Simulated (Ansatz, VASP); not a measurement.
# Sb: VASP beside Ansatz

```
Sb
1.0
     3.35453    0.00000    0.00000
    -1.67727    2.90511    0.00000
     0.00000    0.00000    5.47016
Sb
2
Direct
  0.66667 0.33333 0.75000
  0.33333 0.66667 0.25000
```

Alike in both runs: task single point; functional PBEsol; k mesh 6 × 6 × 4; occupations fermi-dirac, width 0.05 eV; no spin polarisation.

|  | VASP | Ansatz |
| --- | --- | --- |
| version | VASP 6.6.1 | Ansatz 0.2.0 |
| potentials or method | VASP PAW PBE potentials, release 64 (Sb), cutoff 520 eV | all-electron PAW datasets made for the crystal |

```tsv
	VASP	Ansatz	Ansatz less VASP
gap on the k mesh at the Fermi level (eV)	none	none	-
pressure (GPa)	-1.4	-1.4	+0.03
traceless stress, the component that is largest in VASP (GPa)	3.73	3.72	-0.010
```

VASP's potentials were made for PBE, not for PBEsol. A gap of «none» marks a metal or a gap that the smearing closes. Ansatz ran all-electron here, and VASP with PAW potentials.

The k mesh is coarse, so the values compare programs but aren't converged. Spin-orbit coupling is off throughout. Noted on Ansatz's run: the k mesh is thin for a metal, which can move the energy by tens of meV per atom; the program warned that the printed levels may be off, so bands, gaps and densities of states are rough.
